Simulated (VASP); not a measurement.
A run of VASP 6.6.1 is set up as follows.

The input INCAR:

```
SYSTEM = Na
ALGO = Fast ; EDIFF = 1E-7
ENCUT = 520 ; GGA = PE
ISIF = 2 ; ISMEAR = 0
LASPH = .TRUE. ; LCHARG = .FALSE.
LREAL = .FALSE. ; LWAVE = .FALSE.
NBANDS = 22 ; NELM = 80
PREC = Accurate ; SIGMA = 0.1
```

File KPOINTS:

```
k-points
0
G
  8 8 8
  0 0 0
```

The input POSCAR:

```
Na
1.0
    0.0000000000     -4.2897293206      4.0360866804
   -4.2897293206      0.0000000000     -4.0360866804
    4.2897293206      0.0000000000     -4.0360866804
Na
4
Direct
    0.5000000000      0.7500000000      0.2500000000
    0.0000000000      0.5000000000      0.5000000000
    0.5000000000      0.2500000000      0.7500000000
    0.0000000000      0.0000000000      0.0000000000
```

Potentials or basis: VASP PAW PBE potentials, release 64 (Na_pv).

Run with:

```sh
$ cat potpaw_PBE.64/Na_pv/POTCAR > POTCAR
$ mpirun -np 1 vasp_std > vasp.out
```

Problem. Estimate the pressure.

Solution. 0.0 GPa.

Problem. What does it give for the band gap on the k mesh?

Solution. Zero (band 14 reaches 3.01 eV, above the bottom of band 15 at -0.48 eV).

Stress tensor (GPa, compression positive):
```
-0.07  0.00  0.00
 0.00 -0.07  0.00
 0.00  0.00  0.02
```
